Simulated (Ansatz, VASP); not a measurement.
KF: VASP beside Ansatz

```xyz
2
Lattice="3.3035 0.3972 0.3972 0.3972 3.3035 0.3972 0.3972 0.3972 3.3035" Properties=species:S:1:pos:R:3 pbc="T T T"
K     0.0000    0.0000    0.0000
F     2.0489    2.0489    2.0489
```

Alike in both runs: task single point; functional PBEsol; k mesh 8 × 8 × 8; occupations gaussian, width 0.05 eV; no spin polarisation.

|  | VASP | Ansatz |
| --- | --- | --- |
| version | VASP 6.6.1 | Ansatz 0.2.0 |
| potentials or method | VASP PAW PBE potentials, release 64 (K_sv, F), cutoff 520 eV | scalar-relativistic, plane waves, PAW |
| valence electrons in the cell | 16 | 16 |

VASP gave:

```
gap on the k mesh at the Fermi level (eV)                     : 6.17
least direct gap on the mesh (eV)                             : 6.17
pressure (GPa)                                                : 0.6
traceless stress, the component that is largest in VASP (GPa) : 0.81
```

Problem. Which values does Ansatz return?

Solution. gap on the k mesh at the Fermi level (eV): 6.19; least direct gap on the mesh (eV): 6.19; pressure (GPa): 0.5; traceless stress, the component that is largest in VASP (GPa): 0.85.

VASP's potentials were made for PBE, not for PBEsol.
